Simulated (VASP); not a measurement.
# Cu (Fd-3m) in VASP: notebook

Runs on Cu. Level: PBE. Tasks: relaxation of cell and atoms.

All numbers are computed with VASP 6.6.1; they aren't measurements. Logs are shortened: lines on timing, memory, paths and dates and some standing lists are left out, and cuts for length are marked.

## (1) The cell of the first run

It takes space group Fd-3m (No. 227, cubic). The conventional cell has a = 3.659 Å, b = 3.659 Å, c = 3.659 Å, α = 90.00°, β = 90.00°, γ = 90.00°. Within 2.1 Å of Cu (site symmetry -43m) lie 4 Cu at 1.58 Å.

## (2) Relaxation of cell and atoms, PBE, target pressure 600 GPa, at which the enthalpy is minimised

Contents of INCAR:

```
ALGO = Normal
EDIFF = 1E-6
EDIFFG = -0.005
ENCUT = 600
GGA = PE
IBRION = 2
ISIF = 3
ISMEAR = -1
LASPH = True
LCHARG = False
LREAL = False
LWAVE = False
NELM = 100
NSW = 60
PREC = Accurate
PSTRESS = 6000.0
SIGMA = 0.08
```

Contents of KPOINTS:

```
k-points
0
Gamma
  17 17 17
```

Contents of POSCAR:

```
Cu
1.0
    0.0000000000      1.8293525933      1.8293525933
    1.8293525933      0.0000000000      1.8293525933
    1.8293525933      1.8293525933      0.0000000000
Cu
2
Direct
   -0.1250000000     -0.1250000000     -0.1250000000
    0.1250000000      0.1250000000      0.1250000000
```

Potentials or basis: VASP PAW PBE potentials, release 64 (Cu).

Run with:

```console
$ cat potpaw_PBE.64/Cu/POTCAR > POTCAR
$ mpirun -np 1 vasp_std > vasp.out
```

OUTCAR:

```text
EDIFF = 1E-6
   EDIFFG = -0.005
   ENCUT = 600
   GGA = PE
   IBRION = 2
   ISIF = 3
   ISMEAR = -1
   LASPH = True
   LREAL = False
   NELM = 100
   NSW = 60
   PREC = Accurate
   PSTRESS = 6000.0

 ion  position               nearest neighbor table
   1  0.875  0.875  0.875-   2 1.58   2 1.58   2 1.58   2 1.58
   2  0.125  0.125  0.125-   1 1.58   1 1.58   1 1.58   1 1.58

  LATTYP: Found a face centered cubic cell.
 ALAT       =     3.6587051866

  Lattice vectors:

 A1 = (   0.0000000000,   1.8293525933,   1.8293525933)
 A2 = (   1.8293525933,   0.0000000000,   1.8293525933)
 A3 = (   1.8293525933,   1.8293525933,   0.0000000000)

Analysis of symmetry for initial positions (statically):
=====================================================================
 Subroutine PRICEL returns:
 Original cell was already a primitive cell.

 Routine SETGRP: Setting up the symmetry group for a
 face centered cubic supercell.

 Subroutine GETGRP returns: Found 48 space group operations
 (whereof 12 operations were pure point group operations)
 out of a pool of 48 trial point group operations.

The static configuration has the point symmetry D_3d.
 The point group associated with its full space group is O_h .

Analysis of symmetry for dynamics (positions and initial velocities):
=====================================================================
 Subroutine PRICEL returns:
 Original cell was already a primitive cell.

 Routine SETGRP: Setting up the symmetry group for a
 face centered cubic supercell.

 Subroutine GETGRP returns: Found 48 space group operations
 (whereof 12 operations were pure point group operations)
 out of a pool of 48 trial point group operations.

The dynamic configuration has the point symmetry D_3d.
 The point group associated with its full space group is O_h .

 Subroutine INISYM returns: Found 48 space group operations
 (whereof 12 operations are pure point group operations),
 and found     1 'primitive' translations

----------------------------------------------------------------------------------------

                                     Primitive cell

  volume of cell :      12.2440

  direct lattice vectors                    reciprocal lattice vectors
     0.000000000  1.829352593  1.829352593    -0.273320738  0.273320738  0.273320738
     1.829352593  0.000000000  1.829352593     0.273320738 -0.273320738  0.273320738
     1.829352593  1.829352593  0.000000000     0.273320738  0.273320738 -0.273320738

  length of vectors
     2.587095248  2.587095248  2.587095248     0.473405404  0.473405404  0.473405404

  position of ions in fractional coordinates (direct lattice)
     0.875000000  0.875000000  0.875000000
     0.125000000  0.125000000  0.125000000

  ion indices of the primitive-cell ions
   primitive index   ion index
                 1           1
                 2           2

----------------------------------------------------------------------------------------

 KPOINTS: k-points

Automatic generation of k-mesh.
 Grid dimensions read from file:
 generate k-points for:   17   17   17

 Generating k-lattice:

  Cartesian coordinates                     Fractional coordinates (reciprocal lattice)
    -0.016077690  0.016077690  0.016077690     0.058823529  0.000000000  0.000000000
     0.016077690 -0.016077690  0.016077690     0.000000000  0.058823529  0.000000000
     0.016077690  0.016077690 -0.016077690     0.000000000  0.000000000  0.058823529

  Length of vectors
     0.027847377  0.027847377  0.027847377

  Shift w.r.t. Gamma in fractional coordinates (k-lattice)
     0.000000000  0.000000000  0.000000000

 Subroutine IBZKPT returns following result:
 ===========================================

 Found    165 irreducible k-points:

 Following reciprocal coordinates:
            Coordinates               Weight
  0.000000  0.000000  0.000000      1.000000
  0.058824  0.000000  0.000000      8.000000
  0.117647  0.000000  0.000000      8.000000
  0.176471  0.000000  0.000000      8.000000
  0.235294  0.000000  0.000000      8.000000
  0.294118  0.000000  0.000000      8.000000
[... 16 lines left out ...]
 -0.176471  0.058824  0.000000     24.000000
 -0.117647  0.058824  0.000000     24.000000
 [... further k-points ...]
   k-points           NKPTS =    165   k-points in BZ     NKDIM =    165   number of bands    NBANDS=     15
   number of dos      NEDOS =    301   number of ions     NIONS =      2
   total plane-waves  NPLWV =  13824
   dimension x,y,z NGX =    24 NGY =   24 NGZ =   24
   dimension x,y,z NGXF=    48 NGYF=   48 NGZF=   48
   ions per type =               2
   NGX,Y,Z   is equivalent  to a cutoff of  15.42, 15.42, 15.42 a.u.
   NGXF,Y,Z  is equivalent  to a cutoff of  30.84, 30.84, 30.84 a.u.
 SYSTEM =  unknown system
   PREC   = accura    normal or accurate (medium, high low for compatibility)
   ISTART =      0    job   : 0-new  1-cont  2-samecut
   ICHARG =      2    charge: 1-file 2-atom 10-const
   ISPIN  =      1    spin polarized calculation?
   LNONCOLLINEAR =      F non collinear calculations
   LSORBIT =      F    spin-orbit coupling
   LASPH  =      T    aspherical Exc in radial PAW
   ENCUT  =  600.0 eV  44.10 Ry    6.64 a.u.   5.17  5.17  5.17*2*pi/ulx,y,z
   NELM   =    100;   NELMIN=  2; NELMDL= -5     # of ELM steps
   EDIFF  = 0.1E-05   stopping-criterion for ELM
   LREAL  =      F    real-space projection
   EDIFFG = -.5E-02   stopping-criterion for IOM
   NSW    =     60    number of steps for IOM
   IBRION =      2    ionic relax: 0-MD 1-quasi-New 2-CG
   NFREE  =      1    steps in history (QN), initial steepest desc. (CG)
   ISIF   =      3    stress and relaxation
   ISYM   =      2    0-nonsym 1-usesym 2-fastsym
   POTIM  = 0.5000    time-step for ionic-motion
   TEBEG  =    0.0;   TEEND  =   0.0 temperature during run
   PSTRESS= 6000.0 pullay stress
   NELECT =      22.0000    total number of electrons
   NUPDOWN=      -1.0000    fix difference up-down
   EMIN   =  10.00;   EMAX   =-10.00  energy-range for DOS
   EFERMI =   0.00;   METHOD = LEGACY
   ISMEAR =    -1;   SIGMA  =   0.08  broadening in eV -4-tet -1-fermi 0-gaus
   EFERMI_NEDOS =   21; number of points for ismear=-14 and -15
   IALGO  =     38    algorithm
   IMIX   =      4    mixing-type and parameters
     AMIX     =   0.40;   BMIX     =  1.00
     AMIX_MAG =   1.60;   BMIX_MAG =  1.00
  volume/ion in A,a.u.               =       6.12        41.31
  Fermi-wavevector in a.u.,A,eV,Ry     =   1.990253  3.761033 53.894137  3.961107
  Thomas-Fermi vector in A             =   3.008209
   LORBIT       =      0    0 simple, 1 ext, 2 COOP (PROOUT), +10 PAW based schemes
   GGA     = PE    functional components
   LHFCALC =     F    Hartree Fock is set to
   AEXX    =    0.0000 exact exchange contribution
   IVDW    =     0    specifies the selected vdW correction
   LEPSILON=     F    determine dielectric tensor
   LRPA    =     F    only Hartree local field effects (RPA)
 conjugate gradient relaxation of ions
 non-spin polarized calculation
  energy-cutoff  :      600.00
  volume of cell :       12.24
 maximum number of plane-waves:       424
 NGX is ok and might be reduce to    24
   NGX = 11   NGY = 11   NGZ = 11

--------------------------------------- Ionic step        1  -------------------------------------------

 number of electron      22.0000002 magnetization

 Free energy of the ion-electron system (eV)
  ---------------------------------------------------
  ext. energy  EPLUGINS =         0.00000000
  ---------------------------------------------------
  free energy    TOTEN  =        20.28802403 eV

  energy without entropy =       20.29579583  energy(sigma->0) =       20.29190993

------------------------ aborting loop because EDIFF is reached ----------------------------------------

  FORCE on cell =-STRESS in cart. coord.  units (eV):
  Direction    XX          YY          ZZ          XY          YZ          ZX
  --------------------------------------------------------------------------------------
  -------------------------------------------------------------------------------------
  Total       62.1607343     62.1607343     62.1607343     -0.0000000      0.0000000      0.0000000
  in kB     8134.0055004   8134.0055004   8134.0055004     -0.0000000      0.0000000      0.0000000
  external PRESSURE =    2134.0055004 kB  Pullay stress =    6000.0000000 kB
[... 23 lines left out ...]
  enthalpy is  TOTEN    =        66.1405140276 eV   P V=       45.8524899979

--------------------------------------- Ionic step        2  -------------------------------------------

 number of electron      22.0000020 magnetization

 E-fermi :   4.0241     XC(G=0): -10.5939

 val. band max:        4.0105483258   @ k =  -0.4118   0.4118   0.0588
 cond. band min:       4.0424366289   @ k =   0.4706   0.0588   0.0000
 fundamental gap:      0.0318883031
 Fermi energy:         4.0240873253

 k-point     1 :       0.0000    0.0000    0.0000
  band No.  band energies     occupation
      1      -3.0526      2.00000
      2       0.5591      2.00000
      3       0.5591      2.00000
      4       0.5651      2.00000
      5       0.5651      2.00000
      6       0.5651      2.00000
      7       1.8790      2.00000
      8       1.8790      2.00000
      9       1.8790      2.00000
     10       2.6924      2.00000
     11       2.6924      2.00000
     12      14.8294      0.00000
     13      14.8294      0.00000
     14      14.8294      0.00000
     15      15.5803      0.00000
[... 601 lines left out ...]
  enthalpy is  TOTEN    =        65.1305964106 eV   P V=       51.4353789355

--------------------------------------- Ionic step        7  -------------------------------------------

 number of electron      21.9999991 magnetization

 Free energy of the ion-electron system (eV)
  ---------------------------------------------------
  ext. energy  EPLUGINS =         0.00000000
  ---------------------------------------------------
  free energy    TOTEN  =        13.30350138 eV

  energy without entropy =       13.31181144  energy(sigma->0) =       13.30765641

 E-fermi :  18.2973     XC(G=0): -15.8581

 val. band max:       18.2687891501   @ k =  -0.4118   0.2353   0.0588
 cond. band min:      18.3099241140   @ k =  -0.4118   0.1765   0.0588
 fundamental gap:      0.0411349639
 Fermi energy:        18.2972680858

 k-point     1 :       0.0000    0.0000    0.0000
  band No.  band energies     occupation
      1       3.2039      2.00000
      2       7.7761      2.00000
      3       7.7761      2.00000
      4       8.7834      2.00000
      5       8.7834      2.00000
      6       8.7834      2.00000
      7      12.2481      2.00000
      8      12.2481      2.00000
      9      12.2481      2.00000
     10      15.5190      2.00000
     11      15.5190      2.00000
     12      36.3671      0.00000
     13      36.3671      0.00000
     14      36.3671      0.00000
     15      37.4615      0.00000
[... 443 lines left out ...]
  FREE ENERGIE OF THE ION-ELECTRON SYSTEM (eV)
  ---------------------------------------------------
  free  energy   TOTEN  =        13.3035013811 eV

  energy  without entropy=       13.3118114422  energy(sigma->0) =       13.30765641

  enthalpy is  TOTEN    =        65.1267264596 eV   P V=       51.8232250785

 reached required accuracy - stopping structural energy minimisation
```

Run time: 2.4 min. Hardware: 1 thread of AMD EPYC 9R45 (Zen 5), shared host; peak memory 0.14 GiB.

What came out:

```
Free energy                                            : 13.3035 eV
Relaxed volume                                         : 6.92 Å³/atom
Relaxed cell                                           : a = 2.695 Å, b = 2.695 Å, c = 2.695 Å, α = 60.00°, β = 60.00°, γ = 60.00°
Space group after relaxing (to 0.05 Å)                 : Fd-3m (No. 227)
Energy change on relaxing (the enthalpy is what falls) : -3492.3 meV/atom
Ionic steps                                            : 7
Pressure after relaxing                                : 600.0 GPa
Band gap on the k mesh                                 : zero (band 11 reaches 18.90 eV, above the bottom of band 12 at 18.27 eV)
```

The path:
| step | energy change (eV) | largest force (eV/Å) | pressure (GPa) | volume (Å³) |
| --- | --- | --- | --- | --- |
| 1 | 0.0000 | 0.0000 | 813.40 | 12.24 |
| 2 | -25.4624 | 0.0000 | 10.83 | 33.12 |
| 3 | -10.3158 | 0.0000 | 495.29 | 14.82 |
| 4 | -6.9133 | 0.0000 | 602.48 | 13.82 |
| 5 | -7.0362 | 0.0000 | 598.35 | 13.85 |
| 6 | -6.5928 | 0.0000 | 611.81 | 13.73 |
| 7 | -6.9845 | 0.0000 | 599.99 | 13.84 |

Final structure:
```
Cu
1.0
     0.00000    1.90554    1.90554
     1.90554    0.00000    1.90554
     1.90554    1.90554    0.00000
Cu
2
Direct
  0.87500 0.87500 0.87500
  0.12500 0.12500 0.12500
```

Levels at points of the mesh, in eV from the Fermi level:
```csv
k point,band 7,band 8,band 9,band 10,band 11,band 12,band 13,band 14,band 15
"(0.00, 0.00, 0.00)",-6.05,-6.05,-6.05,-2.78,-2.78,18.07,18.07,18.07,19.16
```

Caveat: the cell is relaxed towards a set pressure, so the enthalpy falls and the energy may rise.

## (3) Relaxation of cell and atoms, PBE, target pressure 600 GPa, at which the enthalpy is minimised

This run uses another cell than the first one, of 6.97 Å³/atom, 1.139 times its volume.

Contents of INCAR:

```
PREC = Accurate
ENCUT = 600
EDIFF = 1E-7
ISMEAR = -1
SIGMA = 0.08
LREAL = F
LASPH = T
NELM = 60
ALGO = Normal
ISIF = 3
LWAVE = F
LCHARG = F
GGA = PE
IBRION = 2
NSW = 32
EDIFFG = -0.005
PSTRESS = 6000.0
```

Contents of KPOINTS:

```
regular mesh
0
Gamma
  17 17 17
```

Contents of POSCAR:

```
Cu
1.0
    0.0000000000      1.9103263847      1.9103263847
    1.9103263847      0.0000000000      1.9103263847
    1.9103263847      1.9103263847      0.0000000000
Cu
2
Direct
   -0.1250000000     -0.1250000000     -0.1250000000
    0.1250000000      0.1250000000      0.1250000000
```

Potentials or basis: VASP PAW PBE potentials, release 64 (Cu).

Run with:

```console
$ cat potpaw_PBE.64/Cu/POTCAR > POTCAR
$ mpirun -np 1 vasp_std > vasp.out
```

Run time: 90 s. Hardware: 1 thread of AMD EPYC 9R45 (Zen 5), shared host; peak memory 0.14 GiB.

The run converged. Its results:

```yaml
Free_energy: 13.3083 eV
Relaxed_volume: 6.92 Å³/atom
Relaxed_cell: a = 2.695 Å, b = 2.695 Å, c = 2.695 Å, α = 60.00°, β = 60.00°, γ = 60.00°
Space_group_after_relaxing_to_0.05_Å: Fd-3m (No. 227)
Energy_change_on_relaxing_the_enthalpy_is_what_falls: +196.9 meV/atom
Ionic_steps: 4
Pressure_after_relaxing: 600.0 GPa
Band_gap_on_the_k_mesh: zero (band 11 reaches 18.90 eV, above the bottom of band 12 at 18.27 eV)
```

The path:
```
step  energy change (eV)  largest force (eV/Å)  pressure (GPa)  volume (Å³)
   1              0.0000                0.0000          587.76        13.94
   2              4.2561                0.0000          718.96        12.90
   3              0.3787                0.0000          599.53        13.84
   4              0.3939                0.0000          599.98        13.84
```

Final structure:
```cif
data_structure
_symmetry_space_group_name_H-M 'P 1'
_symmetry_Int_Tables_number 1
_cell_length_a 2.6947
_cell_length_b 2.6947
_cell_length_c 2.6947
_cell_angle_alpha 60.000
_cell_angle_beta 60.000
_cell_angle_gamma 60.000
_cell_volume 13.84
loop_
_atom_site_label
_atom_site_type_symbol
_atom_site_fract_x
_atom_site_fract_y
_atom_site_fract_z
_atom_site_occupancy
Cu1 Cu 0.87500 0.87500 0.87500 1
Cu2 Cu 0.12500 0.12500 0.12500 1
```

Levels at points of the mesh, in eV from the Fermi level:
```
           k point  band 8  band 9  band 10  band 11  band 12  band 13  band 14  band 15
(0.00, 0.00, 0.00)   -6.05   -6.05    -2.78    -2.78    18.07    18.07    18.07    18.81
```

Caveat: the cell is relaxed towards a set pressure, so the enthalpy falls and the energy may rise.
